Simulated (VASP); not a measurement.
# BN (P6_3mc) in VASP: further runs, part 2 of 2

VASP 6.6.1. The steps go on from the part before.

## 3. Single point, PBE (all N atoms moved +0.150 Å, as atom 3 along Cartesian [0 0 1])

Input file INCAR:

```
PREC     = Accurate       # precision mode
ENCUT    = 520            # plane-wave cutoff, eV
EDIFF    = 1E-7           # SCF threshold, eV
ISMEAR   = 0              # smearing method
SIGMA    = 0.05           # smearing width, eV
LREAL    = False          # projectors in reciprocal space
LASPH    = True           # aspherical terms in the spheres
NELM     = 100            # most SCF steps
ALGO     = Normal         # electronic algorithm
ISIF     = 2              # what is computed and relaxed
LWAVE    = False          # write WAVECAR
LCHARG   = False          # write CHGCAR
GGA      = PE             # functional
NBANDS   = 16             # bands
```

Input file KPOINTS:

```
Automatic mesh
0
Gamma
  12 12 6
```

Input file POSCAR:

```
BN
1.0
    2.5539396017      0.0000000000      0.0000000000
   -1.2769698009      2.2117765748      0.0000000000
    0.0000000000      0.0000000000      4.2268550000
B N
2 2
Direct
    0.6666666667      0.3333333333      0.9997240000
    0.3333333333      0.6666666667      0.4997240000
    0.6666666667      0.3333333333      0.6607633777
    0.3333333333      0.6666666667      0.1607633777
```

Potentials or basis: VASP PAW PBE potentials, release 64 (B, N).

Command:

```console
$ cat potpaw_PBE.64/B/POTCAR potpaw_PBE.64/N/POTCAR > POTCAR
$ mpirun -np 1 vasp_std > vasp.out
```

OUTCAR:

```text
PREC = Accurate
   ENCUT = 520
   EDIFF = 1E-7
   ISMEAR = 0
   LREAL = False
   LASPH = True
   NELM = 100
   ISIF = 2
   GGA = PE

 ion  position               nearest neighbor table
   1  0.667  0.333  1.000-   3 1.43   4 1.62   4 1.62   4 1.62
   2  0.333  0.667  0.500-   4 1.43   3 1.62   3 1.62   3 1.62
   3  0.667  0.333  0.661-   1 1.43   2 1.62   2 1.62   2 1.62
   4  0.333  0.667  0.161-   2 1.43   1 1.62   1 1.62   1 1.62

  LATTYP: Found a hexagonal cell.
 ALAT       =     2.5539396017
 C/A-ratio  =     1.6550332659

  Lattice vectors:

 A1 = (   2.5539396017,   0.0000000000,   0.0000000000)
 A2 = (  -1.2769698009,   2.2117765748,   0.0000000000)
 A3 = (   0.0000000000,   0.0000000000,   4.2268550000)

Analysis of symmetry for initial positions (statically):
=====================================================================
 Subroutine PRICEL returns:
 Original cell was already a primitive cell.

 Routine SETGRP: Setting up the symmetry group for a
 hexagonal supercell.

 Subroutine GETGRP returns: Found 12 space group operations
 (whereof  6 operations were pure point group operations)
 out of a pool of 24 trial point group operations.

The static configuration has the point symmetry C_3v.
 The point group associated with its full space group is C_6v.

Analysis of symmetry for dynamics (positions and initial velocities):
=====================================================================
 Subroutine PRICEL returns:
 Original cell was already a primitive cell.

 Routine SETGRP: Setting up the symmetry group for a
 hexagonal supercell.

 Subroutine GETGRP returns: Found 12 space group operations
 (whereof  6 operations were pure point group operations)
 out of a pool of 24 trial point group operations.

The dynamic configuration has the point symmetry C_3v.
[... 118 lines left out ...]
   EFERMI =   0.00;   METHOD = LEGACY
   ISMEAR =     0;   SIGMA  =   0.05  broadening in eV -4-tet -1-fermi 0-gaus
   EFERMI_NEDOS =   21; number of points for ismear=-14 and -15
   IALGO  =     38    algorithm
   IMIX   =      4    mixing-type and parameters
     AMIX     =   0.40;   BMIX     =  1.00
     AMIX_MAG =   1.60;   BMIX_MAG =  1.00
  volume/ion in A,a.u.               =       5.97        40.28
  Fermi-wavevector in a.u.,A,eV,Ry     =   1.432600  2.707222 27.923836  2.052344
  Thomas-Fermi vector in A             =   2.552210
   LORBIT       =      0    0 simple, 1 ext, 2 COOP (PROOUT), +10 PAW based schemes
   GGA     = PE    functional components
   LHFCALC =     F    Hartree Fock is set to
   AEXX    =    0.0000 exact exchange contribution
   IVDW    =     0    specifies the selected vdW correction
   LEPSILON=     F    determine dielectric tensor
   LRPA    =     F    only Hartree local field effects (RPA)
 non-spin polarized calculation
 Gauss-broadening in eV      SIGMA  =   0.05
  energy-cutoff  :      520.00
  volume of cell :       23.88
 maximum number of plane-waves:       660
 NGX is ok and might be reduce to    20
   NGX =  9   NGY =  9   NGZ = 15

 number of electron      16.0000002 magnetization

 Free energy of the ion-electron system (eV)
  ---------------------------------------------------
  ext. energy  EPLUGINS =         0.00000000
  ---------------------------------------------------
  free energy    TOTEN  =       -34.19913942 eV

  energy without entropy =      -34.19913942  energy(sigma->0) =      -34.19913942

 E-fermi :   8.3855     XC(G=0): -12.7683

 val. band max:        8.1147939073   @ k =   0.0000   0.0000   0.0000
 cond. band min:      10.9646627784   @ k =   0.3333   0.3333   0.0000
 fundamental gap:      2.8498688711
 Fermi energy:         8.3854842632

 k-point     1 :       0.0000    0.0000    0.0000
  band No.  band energies     occupation
      1     -12.8627      2.00000
      2      -8.8688      2.00000
      3      -3.7745      2.00000
      4       5.4582      2.00000
      5       5.6105      2.00000
      6       5.6105      2.00000
[... 433 lines left out ...]
      3      -1.5558      2.00000
      4       0.0106      2.00000
      5       1.7128      2.00000
      6       3.5339      2.00000
[... 8 lines left out ...]
     15      22.8856      0.00000
     16      23.7998      0.00000

 [... further k-points ...]
[... 5 lines left out ...]
  --------------------------------------------------------------------------------------
  -------------------------------------------------------------------------------------
  Total        0.1954214      0.1954214      2.5031728     -0.0000000      0.0000000      0.0000000
  in kB       13.1133464     13.1133464    167.9701807     -0.0000000      0.0000000      0.0000000
  external PRESSURE =      64.7322911 kB  Pullay stress =       0.0000000 kB

 VOLUME and BASIS-vectors are now :
 -----------------------------------------------------------------------------
  energy-cutoff  :      520.00
  volume of cell :       23.88
      direct lattice vectors                 reciprocal lattice vectors
     2.553939602  0.000000000  0.000000000     0.391551938  0.226062617  0.000000000
    -1.276969801  2.211776575  0.000000000     0.000000000  0.452125233  0.000000000
     0.000000000  0.000000000  4.226855000     0.000000000  0.000000000  0.236582518

 POSITION                                       TOTAL-FORCE (eV/Angst)
 -----------------------------------------------------------------------------------
      1.27697      0.73726      4.22569        -0.000000     -0.000000      4.597439
     -0.00000      1.47452      2.11226         0.000000      0.000000      4.597439
      1.27697      0.73726      2.79295         0.000000     -0.000000     -4.597439
     -0.00000      1.47452      0.67952        -0.000000      0.000000     -4.597439
 -----------------------------------------------------------------------------------
    total drift:                                0.000000      0.000000      0.000249

  FREE ENERGIE OF THE ION-ELECTRON SYSTEM (eV)
  ---------------------------------------------------
  free  energy   TOTEN  =       -34.1991394249 eV

  energy  without entropy=      -34.1991394249  energy(sigma->0) =      -34.19913942
```

stdout:

```text
POSCAR found type information on POSCAR B N
 POSCAR found :  2 types and       4 ions
 scaLAPACK will be used
 LDA part: xc-table for (Slater+PW92), standard interpolation
 POSCAR, INCAR and KPOINTS ok, starting setup
 FFT: planning ... GRIDC
 FFT: planning ... GRID_SOFT
 FFT: planning ... GRID
 WAVECAR not read
 entering main loop
```

Wall time 15 s (1 thread of Intel Xeon Platinum 8488C (Sapphire Rapids), shared host); peak memory 0.14 GiB.

Results:

| Item | Value |
| --- | --- |
| Free energy | -34.1991 eV |
| Pressure | 6.5 GPa |
| Largest force | 4.597 eV/Å |
| Band gap on the k mesh | 2.85 eV, indirect (least direct gap 6.92 eV) |

Forces in eV/Å, atoms in the order of the input:
```
B    0.000  0.000  4.597
B    0.000  0.000  4.597
N    0.000  0.000 -4.597
N    0.000  0.000 -4.597
```

Stress tensor (GPa, compression positive):
```
 1.31  0.00  0.00
 0.00  1.31  0.00
 0.00  0.00 16.80
```

Caveat: the cell differs from its parent crystal (all N atoms moved +0.150 Å, as atom 3 along Cartesian [0 0 1]); forces of over 1 eV/Å act on the atoms, so gaps and moduli don't describe the material at rest.

## 4. Single point, PBE (all N atoms moved -0.075 Å, as atom 3 along Cartesian [0 0 1])

Input file INCAR:

```
SYSTEM = BN
PREC = Accurate
ENCUT = 520
EDIFF = 1E-6
ISMEAR = 0
SIGMA = 0.05
LREAL = .FALSE.
LASPH = .TRUE.
NELM = 100
ALGO = Normal
ISIF = 2
LWAVE = .FALSE.
LCHARG = .TRUE.
GGA = PE
LELF = .TRUE.
LVHAR = .TRUE.
NBANDS = 16
```

Input file KPOINTS:

```
regular mesh
0
G
  12 12 6
  0 0 0
```

Edit POSCAR of step 3 so:

```diff
@@ -10,3 +10,3 @@
     0.3333333333      0.6666666667      0.4997240000
-    0.6666666667      0.3333333333      0.6607633777
-    0.3333333333      0.6666666667      0.1607633777
+    0.6666666667      0.3333333333      0.6075323111
+    0.3333333333      0.6666666667      0.1075323111
```

Command:

```console
$ cat potpaw_PBE.64/B/POTCAR potpaw_PBE.64/N/POTCAR > POTCAR
$ mpirun -np 1 vasp_std > vasp.out
```

It took 15 s on 1 thread of Intel Xeon Platinum 8488C (Sapphire Rapids), shared host; peak memory 0.14 GiB.

It converged, with:

```
Free energy            : -34.7209 eV
Pressure               : 2.3 GPa
Largest force          : 1.409 eV/Å
Band gap on the k mesh : 5.57 eV, indirect (least direct gap 7.51 eV)
```

Forces in eV/Å, atoms in the order of the input:
```
B    0.000  0.000 -1.409
B    0.000  0.000 -1.409
N    0.000  0.000  1.409
N    0.000  0.000  1.409
```

Stress tensor (GPa, compression positive):
```
1.94 0.00 0.00
0.00 1.94 0.00
0.00 0.00 3.12
```

Levels at points of the mesh, in eV from the valence-band top:
```csv
k point,band 5,band 6,band 7,band 8,band 9,band 10,band 11,band 12
"(0.00, 0.00, 0.00)",-2.71,-0.80,-0.80,0.00,7.51,8.08,8.08,8.95
"(0.50, 0.00, 0.00)",-6.98,-5.56,-4.25,-2.99,6.21,7.66,10.96,11.21
"(0.00, 0.00, 0.50)",-1.84,-1.84,-1.84,-1.84,8.88,8.88,9.45,9.45
"(0.50, 0.00, 0.50)",-4.45,-4.45,-3.54,-3.54,6.00,6.00,9.15,9.15
```

Caveat: the cell differs from its parent crystal (all N atoms moved -0.075 Å, as atom 3 along Cartesian [0 0 1]); forces of over 1 eV/Å act on the atoms, so gaps and moduli don't describe the material at rest.

## 5. Single point, PBE (all N atoms moved +0.263 Å, as atom 3 along Cartesian [0 0 1])

Input file INCAR:

```
PREC     = Accurate       # precision mode
ENCUT    = 520            # plane-wave cutoff, eV
EDIFF    = 1E-6           # SCF threshold, eV
ISMEAR   = 0              # smearing method
SIGMA    = 0.05           # smearing width, eV
LREAL    = False          # projectors in reciprocal space
LASPH    = True           # aspherical terms in the spheres
NELM     = 60             # most SCF steps
ALGO     = Normal         # electronic algorithm
ISIF     = 2              # what is computed and relaxed
LWAVE    = False          # write WAVECAR
LCHARG   = False          # write CHGCAR
GGA      = PE             # functional
NBANDS   = 16             # bands
```

Input file KPOINTS:

```
Automatic mesh
0
Gamma
  12 12 6
```

Edit POSCAR of step 4 so:

```diff
@@ -10,3 +10,3 @@
     0.3333333333      0.6666666667      0.4997240000
-    0.6666666667      0.3333333333      0.6075323111
-    0.3333333333      0.6666666667      0.1075323111
+    0.6666666667      0.3333333333      0.6873789110
+    0.3333333333      0.6666666667      0.1873789110
```

Potentials or basis: VASP PAW PBE potentials, release 64 (B, N).

Command:

```console
$ cat potpaw_PBE.64/B/POTCAR potpaw_PBE.64/N/POTCAR > POTCAR
$ mpirun -np 1 vasp_std > vasp.out
```

OUTCAR:

```text
PREC = Accurate
   ENCUT = 520
   EDIFF = 1E-6
   ISMEAR = 0
   LREAL = False
   LASPH = True
   NELM = 60
   ISIF = 2
   GGA = PE

 ion  position               nearest neighbor table
   1  0.667  0.333  1.000-   3 1.32   4 1.67   4 1.67   4 1.67
   2  0.333  0.667  0.500-   4 1.32   3 1.67   3 1.67   3 1.67
   3  0.667  0.333  0.687-   1 1.32   2 1.67   2 1.67   2 1.67
   4  0.333  0.667  0.187-   2 1.32   1 1.67   1 1.67   1 1.67

  LATTYP: Found a hexagonal cell.
 ALAT       =     2.5539396017
[... 649 lines left out ...]
     15      23.0001      0.00000
     16      23.9301      0.00000

 [... further k-points ...]
[... 5 lines left out ...]
  --------------------------------------------------------------------------------------
  -------------------------------------------------------------------------------------
  Total        1.0843556      1.0843556      9.3502719     -0.0000000      0.0000000      0.0000000
  in kB       72.7634138     72.7634138    627.4304580     -0.0000000      0.0000000      0.0000000
  external PRESSURE =     257.6524286 kB  Pullay stress =       0.0000000 kB

 VOLUME and BASIS-vectors are now :
 -----------------------------------------------------------------------------
  energy-cutoff  :      520.00
  volume of cell :       23.88
      direct lattice vectors                 reciprocal lattice vectors
     2.553939602  0.000000000  0.000000000     0.391551938  0.226062617  0.000000000
    -1.276969801  2.211776575  0.000000000     0.000000000  0.452125233  0.000000000
     0.000000000  0.000000000  4.226855000     0.000000000  0.000000000  0.236582518

 POSITION                                       TOTAL-FORCE (eV/Angst)
 -----------------------------------------------------------------------------------
      1.27697      0.73726      4.22569         0.000000     -0.000000      9.711165
     -0.00000      1.47452      2.11226        -0.000000      0.000000      9.711165
      1.27697      0.73726      2.90545         0.000000      0.000000     -9.711165
     -0.00000      1.47452      0.79202        -0.000000      0.000000     -9.711165
 -----------------------------------------------------------------------------------
    total drift:                                0.000000      0.000000     -0.000090

  FREE ENERGIE OF THE ION-ELECTRON SYSTEM (eV)
  ---------------------------------------------------
  free  energy   TOTEN  =       -32.6210721100 eV

  energy  without entropy=      -32.6210721100  energy(sigma->0) =      -32.62107211
```

stdout:

```text
POSCAR found type information on POSCAR B N
 POSCAR found :  2 types and       4 ions
 scaLAPACK will be used
 LDA part: xc-table for (Slater+PW92), standard interpolation
 POSCAR, INCAR and KPOINTS ok, starting setup
 FFT: planning ... GRIDC
 FFT: planning ... GRID_SOFT
 FFT: planning ... GRID
 WAVECAR not read
 entering main loop
```

Run time: 15 s. Hardware: 1 thread of Intel Xeon Platinum 8488C (Sapphire Rapids), shared host; peak memory 0.14 GiB.

What came out:

* Free energy: -32.6211 eV
* Pressure: 25.8 GPa
* Largest force: 9.711 eV/Å
* Band gap on the k mesh: 1.35 eV, indirect (least direct gap 5.43 eV)

Forces in eV/Å, atoms in the order of the input:
```
B    0.000  0.000  9.711
B    0.000  0.000  9.711
N    0.000  0.000 -9.711
N    0.000  0.000 -9.711
```

Levels at points of the mesh, in eV from the valence-band top:
```csv
k point,band 5,band 6,band 7,band 8,band 9,band 10,band 11,band 12
"(0.00, 0.00, 0.00)",-2.74,-2.74,0.00,0.00,6.84,6.84,8.66,8.87
"(0.50, 0.00, 0.00)",-8.01,-6.82,-5.43,-1.34,4.47,5.89,6.19,9.65
"(0.00, 0.00, 0.50)",-1.60,-1.60,-1.60,-1.60,8.77,8.77,9.06,9.06
"(0.50, 0.00, 0.50)",-5.66,-5.66,-3.90,-3.90,4.94,4.94,9.81,9.81
```

Caveat: the cell differs from its parent crystal (all N atoms moved +0.263 Å, as atom 3 along Cartesian [0 0 1]); forces of over 1 eV/Å act on the atoms, so gaps and moduli don't describe the material at rest. A k mesh can miss the band edges.
